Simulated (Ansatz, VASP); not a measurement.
**Ag in VASP and in Ansatz**

```
CELL_PARAMETERS angstrom
2.93000 0.00000 0.00000
-1.46500 2.53745 0.00000
0.00000 0.00000 4.79000
ATOMIC_POSITIONS crystal
Ag 0.66667 0.33333 0.75000
Ag 0.33333 0.66667 0.25000
```

Alike in both runs: task single point; functional RPBE; k mesh 10 × 10 × 6; occupations gaussian, width 0.1 eV; no spin polarisation.

```csv
,VASP,Ansatz
version,VASP 6.6.1,Ansatz 0.2.0
potentials or method,"VASP PAW PBE potentials, release 64 (Ag), cutoff 520 eV","all-electron LAPW, scalar-relativistic"
```

VASP gave:

```
gap on the k mesh at the Fermi level (eV)                     : none
pressure (GPa)                                                : 4.4
traceless stress, the component that is largest in VASP (GPa) : -0.44
```

Problem. Estimate Ansatz's values.

Solution. gap on the k mesh at the Fermi level (eV): none; pressure (GPa): 4.5; traceless stress, the component that is largest in VASP (GPa): -0.43.

VASP's potentials were made for PBE, not for RPBE. A gap of «none» marks a metal or a gap that the smearing closes. Ansatz ran all-electron here, and VASP with PAW potentials.
